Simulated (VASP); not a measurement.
# Sr7O8 (a cell with a defect) in VASP: relaxation of the atoms with PBE

Aim: the relaxation of the atoms of Sr7O8 (a cell with a defect) with PBE.

Everything below comes from runs of VASP 6.6.1. Logs are shortened: lines on timing, memory, paths and dates and some standing lists are left out, and cuts for length are marked.

### Step 1. The cell of the first run

The cell holds a defect, 15 atoms: a = 7.347 Å, b = 7.347 Å, c = 7.347 Å, α = 60.00°, β = 60.00°, γ = 60.00°.

### Step 2. Relaxation of the atoms, PBE (atoms taken out)

The input, INCAR:

```
PREC     = Accurate       # precision mode
ENCUT    = 520            # plane-wave cutoff, eV
EDIFF    = 1E-7           # SCF threshold, eV
ISMEAR   = 0              # smearing method
SIGMA    = 0.05           # smearing width, eV
LREAL    = F              # projectors in reciprocal space
LASPH    = T              # aspherical terms in the spheres
NELM     = 120            # most SCF steps
ALGO     = Normal         # electronic algorithm
ISIF     = 2              # what is computed and relaxed
LWAVE    = F              # write WAVECAR
LCHARG   = F              # write CHGCAR
GGA      = PE             # functional
IBRION   = 2              # ionic algorithm
NSW      = 70             # ionic steps
EDIFFG   = -0.02          # ionic threshold
GGA_COMPAT= F            
NELMIN   = 4
```

The input, KPOINTS:

```
regular mesh
0
Gamma
  4 4 4
```

The input, POSCAR:

```
Sr7O8
1.0
    0.0000000000      5.1947835166     -5.1947835166
    5.1947835166      5.1947835166      0.0000000000
    5.1947835166      0.0000000000     -5.1947835166
Sr O
7 8
Direct
    0.0000000000      0.0000000000      0.5000000000
    0.5000000000      0.0000000000      0.5000000000
    0.5000000000      0.5000000000      0.5000000000
    0.0000000000      0.0000000000      1.0000000000
    0.0000000000      0.5000000000      1.0000000000
    0.5000000000      0.0000000000      1.0000000000
    0.5000000000      0.5000000000      1.0000000000
    0.2500000000      0.7500000000      0.2500000000
    0.2500000000      0.2500000000      0.2500000000
    0.7500000000      0.7500000000      0.2500000000
    0.7500000000      0.2500000000      0.2500000000
    0.2500000000      0.7500000000      0.7500000000
    0.2500000000      0.2500000000      0.7500000000
    0.7500000000      0.7500000000      0.7500000000
    0.7500000000      0.2500000000      0.7500000000
```

Potentials or basis: VASP PAW PBE potentials, release 64 (Sr_sv, O).

The run is started by

```console
> cat potpaw_PBE.64/Sr_sv/POTCAR potpaw_PBE.64/O/POTCAR > POTCAR
> mpirun -np 1 vasp_std > vasp.out
```

OUTCAR:

```text
PREC = Accurate
   ENCUT = 520
   EDIFF = 1E-7
   ISMEAR = 0
   LREAL = F
   LASPH = T
   NELM = 120
   ISIF = 2
   GGA = PE
   IBRION = 2
   NSW = 70
   EDIFFG = -0.02
   NELMIN = 4

 ion  position               nearest neighbor table
   1  0.000  0.000  0.500-   8 2.60   9 2.60  11 2.60  12 2.60  14 2.60  15 2.60   2 3.67   4 3.67
                             4 3.67   5 3.67   6 3.67   3 3.67   5 3.67   2 3.67   3 3.67   6 3.67
   2  0.500  0.000  0.500-   9 2.60  10 2.60  11 2.60  12 2.60  13 2.60  14 2.60   1 3.67   3 3.67
                             6 3.67   4 3.67   6 3.67   7 3.67   3 3.67   7 3.67   1 3.67   4 3.67
   3  0.500  0.500  0.500-   8 2.60  10 2.60  11 2.60  12 2.60  13 2.60  15 2.60   2 3.67   7 3.67
                             5 3.67   6 3.67   7 3.67   1 3.67   2 3.67   6 3.67   1 3.67   5 3.67
   4  0.000  0.000  0.000-   8 2.60  10 2.60  11 2.60  12 2.60  13 2.60  15 2.60   1 3.67   5 3.67
                             6 3.67   1 3.67   2 3.67   5 3.67   7 3.67   2 3.67   6 3.67   7 3.67
   5  0.000  0.500  0.000-   9 2.60  10 2.60  11 2.60  12 2.60  13 2.60  14 2.60   4 3.67   7 3.67
                             1 3.67   3 3.67   1 3.67   4 3.67   6 3.67   3 3.67   6 3.67   7 3.67
   6  0.500  0.000  0.000-   8 2.60   9 2.60  10 2.60  13 2.60  14 2.60  15 2.60   2 3.67   4 3.67
                             7 3.67   1 3.67   2 3.67   3 3.67   3 3.67   5 3.67   7 3.67   1 3.67
   7  0.500  0.500  0.000-   8 2.60   9 2.60  11 2.60  12 2.60  14 2.60  15 2.60   3 3.67   5 3.67
                             6 3.67   2 3.67   3 3.67   2 3.67   4 3.67   6 3.67   4 3.67   5 3.67
   8  0.250  0.750  0.250-   1 2.60   3 2.60   4 2.60   6 2.60   7 2.60
   9  0.250  0.250  0.250-   1 2.60   2 2.60   5 2.60   6 2.60   7 2.60
  10  0.750  0.750  0.250-   2 2.60   3 2.60   4 2.60   5 2.60   6 2.60
  11  0.750  0.250  0.250-   1 2.60   2 2.60   3 2.60   4 2.60   5 2.60   7 2.60
  12  0.250  0.750  0.750-   1 2.60   2 2.60   3 2.60   4 2.60   5 2.60   7 2.60
  13  0.250  0.250  0.750-   2 2.60   3 2.60   4 2.60   5 2.60   6 2.60
  14  0.750  0.750  0.750-   1 2.60   2 2.60   5 2.60   6 2.60   7 2.60
  15  0.750  0.250  0.750-   1 2.60   3 2.60   4 2.60   6 2.60   7 2.60

  LATTYP: Found a face centered cubic cell.
 ALAT       =    10.3895670332

  Lattice vectors:

 A1 = (   0.0000000000,   5.1947835166,  -5.1947835166)
 A2 = (   5.1947835166,   5.1947835166,   0.0000000000)
 A3 = (   5.1947835166,   0.0000000000,  -5.1947835166)

Analysis of symmetry for initial positions (statically):
=====================================================================
 Subroutine PRICEL returns:
 Original cell was already a primitive cell.

 Routine SETGRP: Setting up the symmetry group for a
 face centered cubic supercell.

 Subroutine GETGRP returns: Found 48 space group operations
 (whereof  8 operations were pure point group operations)
 out of a pool of 48 trial point group operations.

The static configuration has the point symmetry D_2h.
 The point group associated with its full space group is O_h .

Analysis of symmetry for dynamics (positions and initial velocities):
=====================================================================
 Subroutine PRICEL returns:
 Original cell was already a primitive cell.

 Routine SETGRP: Setting up the symmetry group for a
 face centered cubic supercell.

 Subroutine GETGRP returns: Found 48 space group operations
 (whereof  8 operations were pure point group operations)
 out of a pool of 48 trial point group operations.

The dynamic configuration has the point symmetry D_2h.
 The point group associated with its full space group is O_h .

 Subroutine INISYM returns: Found 48 space group operations
 (whereof  8 operations are pure point group operations),
 and found     1 'primitive' translations

----------------------------------------------------------------------------------------

                                     Primitive cell

  volume of cell :     280.3705

  direct lattice vectors                    reciprocal lattice vectors
     0.000000000  5.194783517 -5.194783517    -0.096250402  0.096250402 -0.096250402
     5.194783517  5.194783517  0.000000000     0.096250402  0.096250402  0.096250402
     5.194783517  0.000000000 -5.194783517     0.096250402 -0.096250402 -0.096250402

  length of vectors
     7.346533303  7.346533303  7.346533303     0.166710586  0.166710586  0.166710586

  position of ions in fractional coordinates (direct lattice)
     0.000000000  0.000000000  0.500000000
     0.500000000  0.000000000  0.500000000
     0.500000000  0.500000000  0.500000000
     0.000000000  0.000000000  0.000000000
     0.000000000  0.500000000  0.000000000
     0.500000000  0.000000000  0.000000000
     0.500000000  0.500000000  0.000000000
     0.250000000  0.750000000  0.250000000
     0.250000000  0.250000000  0.250000000
     0.750000000  0.750000000  0.250000000
     0.750000000  0.250000000  0.250000000
     0.250000000  0.750000000  0.750000000
     0.250000000  0.250000000  0.750000000
     0.750000000  0.750000000  0.750000000
     0.750000000  0.250000000  0.750000000

  ion indices of the primitive-cell ions
   primitive index   ion index
                 1           1
                 2           2
                 3           3
                 4           4
                 5           5
                 6           6
                 7           7
                 8           8
                 9           9
                10          10
                11          11
                12          12
                13          13
                14          14
                15          15

----------------------------------------------------------------------------------------

 KPOINTS: regular mesh

Automatic generation of k-mesh.
 Grid dimensions read from file:
 generate k-points for:    4    4    4

 Generating k-lattice:

  Cartesian coordinates                     Fractional coordinates (reciprocal lattice)
    -0.024062600  0.024062600 -0.024062600     0.250000000  0.000000000  0.000000000
     0.024062600  0.024062600  0.024062600     0.000000000  0.250000000  0.000000000
     0.024062600 -0.024062600 -0.024062600     0.000000000  0.000000000  0.250000000

  Length of vectors
     0.041677646  0.041677646  0.041677646

  Shift w.r.t. Gamma in fractional coordinates (k-lattice)
     0.000000000  0.000000000  0.000000000

 Subroutine IBZKPT returns following result:
 ===========================================

 Found      8 irreducible k-points:

 Following reciprocal coordinates:
            Coordinates               Weight
  0.000000  0.000000  0.000000      1.000000
  0.250000  0.000000  0.000000      8.000000
  0.500000  0.000000  0.000000      4.000000
  0.250000  0.250000  0.000000      6.000000
  0.500000  0.250000  0.000000     24.000000
 -0.250000  0.250000  0.000000     12.000000
  0.500000  0.500000  0.000000      3.000000
 -0.250000  0.500000  0.250000      6.000000
   k-points           NKPTS =      8   k-points in BZ     NKDIM =      8   number of bands    NBANDS=     70
   number of dos      NEDOS =    301   number of ions     NIONS =     15
   total plane-waves  NPLWV = 175616
   dimension x,y,z NGX =    56 NGY =   56 NGZ =   56
   dimension x,y,z NGXF=   112 NGYF=  112 NGZF=  112
   ions per type =               7   8
   NGX,Y,Z   is equivalent  to a cutoff of  12.67, 12.67, 12.67 a.u.
   NGXF,Y,Z  is equivalent  to a cutoff of  25.34, 25.34, 25.34 a.u.
 SYSTEM =  unknown system
   PREC   = accura    normal or accurate (medium, high low for compatibility)
   ISTART =      0    job   : 0-new  1-cont  2-samecut
   ICHARG =      2    charge: 1-file 2-atom 10-const
   ISPIN  =      1    spin polarized calculation?
   LNONCOLLINEAR =      F non collinear calculations
   LSORBIT =      F    spin-orbit coupling
   LASPH  =      T    aspherical Exc in radial PAW
   ENCUT  =  520.0 eV  38.22 Ry    6.18 a.u.  13.66 13.66 13.66*2*pi/ulx,y,z
   NELM   =    120;   NELMIN=  4; NELMDL= -5     # of ELM steps
   EDIFF  = 0.1E-06   stopping-criterion for ELM
   LREAL  =      F    real-space projection
   EDIFFG = -.2E-01   stopping-criterion for IOM
   NSW    =     70    number of steps for IOM
   IBRION =      2    ionic relax: 0-MD 1-quasi-New 2-CG
   NFREE  =      1    steps in history (QN), initial steepest desc. (CG)
   ISIF   =      2    stress and relaxation
   ISYM   =      2    0-nonsym 1-usesym 2-fastsym
   POTIM  = 0.5000    time-step for ionic-motion
   TEBEG  =    0.0;   TEEND  =   0.0 temperature during run
   PSTRESS=    0.0 pullay stress
   NELECT =     118.0000    total number of electrons
   NUPDOWN=      -1.0000    fix difference up-down
   EMIN   =  10.00;   EMAX   =-10.00  energy-range for DOS
   EFERMI =   0.00;   METHOD = LEGACY
   ISMEAR =     0;   SIGMA  =   0.05  broadening in eV -4-tet -1-fermi 0-gaus
   EFERMI_NEDOS =   21; number of points for ismear=-14 and -15
   IALGO  =     38    algorithm
   IMIX   =      4    mixing-type and parameters
     AMIX     =   0.40;   BMIX     =  1.00
     AMIX_MAG =   1.60;   BMIX_MAG =  1.00
  volume/ion in A,a.u.               =      18.69       126.14
  Fermi-wavevector in a.u.,A,eV,Ry     =   1.226850  2.318410 20.478949  1.505160
  Thomas-Fermi vector in A             =   2.361835
   LORBIT       =      0    0 simple, 1 ext, 2 COOP (PROOUT), +10 PAW based schemes
   GGA     = PE    functional components
   LHFCALC =     F    Hartree Fock is set to
   AEXX    =    0.0000 exact exchange contribution
   IVDW    =     0    specifies the selected vdW correction
   LEPSILON=     F    determine dielectric tensor
   LRPA    =     F    only Hartree local field effects (RPA)
 conjugate gradient relaxation of ions
 non-spin polarized calculation
 Gauss-broadening in eV      SIGMA  =   0.05
  energy-cutoff  :      520.00
  volume of cell :      280.37
 maximum number of plane-waves:      7631
 NGX is ok and might be reduce to    56
   NGX = 27   NGY = 27   NGZ = 27

--------------------------------------- Ionic step        1  -------------------------------------------

 number of electron     117.9999999 magnetization

 Free energy of the ion-electron system (eV)
  ---------------------------------------------------
  ext. energy  EPLUGINS =         0.00000000
  ---------------------------------------------------
  free energy    TOTEN  =       -86.49368164 eV

  energy without entropy =      -86.45940324  energy(sigma->0) =      -86.47654244

------------------------ aborting loop because EDIFF is reached ----------------------------------------

  FORCE on cell =-STRESS in cart. coord.  units (eV):
  Direction    XX          YY          ZZ          XY          YZ          ZX
  --------------------------------------------------------------------------------------
  -------------------------------------------------------------------------------------
  Total       -1.7635625     -1.7635625     -1.7635625     -0.0000000     -0.0000000      0.0000000
  in kB      -10.0778775    -10.0778775    -10.0778775     -0.0000000     -0.0000000      0.0000000
  external PRESSURE =     -10.0778775 kB  Pullay stress =       0.0000000 kB
[... 83 lines left out ...]
  energy  without entropy=      -86.8379787766  energy(sigma->0) =      -86.85403231

--------------------------------------- Ionic step        3  -------------------------------------------

 number of electron     118.0000002 magnetization

 Free energy of the ion-electron system (eV)
  ---------------------------------------------------
  ext. energy  EPLUGINS =         0.00000000
  ---------------------------------------------------
  free energy    TOTEN  =       -87.15362336 eV

  energy without entropy =      -87.12518365  energy(sigma->0) =      -87.13940350

 E-fermi :   0.5249     XC(G=0):  -9.3120

 val. band max:        0.5158003477   @ k =   0.0000   0.0000   0.0000
 cond. band min:       0.5288883626   @ k =   0.5000   0.2500   0.0000
 fundamental gap:      0.0130880149
 Fermi energy:         0.5249191450

 k-point     1 :       0.0000    0.0000    0.0000
  band No.  band energies     occupation
      1     -31.8027      2.00000
      2     -31.7194      2.00000
      3     -31.7194      2.00000
      4     -31.7194      2.00000
      5     -31.6848      2.00000
      6     -31.6848      2.00000
[... 615 lines left out ...]
  FREE ENERGIE OF THE ION-ELECTRON SYSTEM (eV)
  ---------------------------------------------------
  free  energy   TOTEN  =       -87.1536233552 eV

  energy  without entropy=      -87.1251836467  energy(sigma->0) =      -87.13940350

 reached required accuracy - stopping structural energy minimisation
```

Run time: 7.6 min. Hardware: 1 thread of Intel Xeon 6975P-C (Granite Rapids), shared host; peak memory 0.5 GiB.

Results:

- Free energy: -87.1536 eV
- Energy gained by relaxing: 44.0 meV/atom
- Ionic steps: 3
- Pressure after relaxing: 0.4 GPa
- Largest force after relaxing: 0.017 eV/Å
- Band gap on the k mesh: zero (bands 59 and 60 overlap by 0.14 eV)

Forces on the atoms (eV/Å):
```
Sr   0.000  0.000  0.000
Sr   0.000  0.000  0.000
Sr   0.000  0.000  0.000
Sr   0.000  0.000  0.000
Sr   0.000  0.000  0.000
Sr   0.000  0.000  0.000
Sr   0.000  0.000  0.000
O    0.000 -0.017  0.000
O    0.017  0.000  0.000
O    0.000  0.000 -0.017
O    0.000  0.000  0.000
O    0.000  0.000  0.000
O    0.000  0.000  0.017
O   -0.017  0.000  0.000
O    0.000  0.017  0.000
```

Step by step:
| step | energy change (eV) | largest force (eV/Å) | pressure (GPa) |
| --- | --- | --- | --- |
| 1 | 0.0000 | 1.2413 | -1.01 |
| 2 | -0.3764 | 0.8461 | -0.57 |
| 3 | -0.6599 | 0.0172 | 0.40 |

Final structure:
```xyz
15
Lattice="0.0000 5.1948 -5.1948 5.1948 5.1948 0.0000 5.1948 0.0000 -5.1948" Properties=species:S:1:pos:R:3 pbc="T T T"
Sr    2.5974    0.0000   -2.5974
Sr    2.5974    2.5974   -5.1948
Sr    5.1948    5.1948   -5.1948
Sr    0.0000    0.0000    0.0000
Sr    2.5974    2.5974    0.0000
Sr    0.0000    2.5974   -2.5974
Sr    2.5974    5.1948   -2.5974
O     5.1948    5.3644   -2.5974
O     2.4278    2.5974   -2.5974
O     5.1948    7.7922   -5.0252
O     2.5974    5.1948   -5.1948
O     7.7922    5.1948   -5.1948
O     5.1948    2.5974   -5.3644
O     7.9618    7.7922   -7.7922
O     5.1948    5.0252   -7.7922
```

Caveat: the cell differs from its parent crystal (atoms taken out).
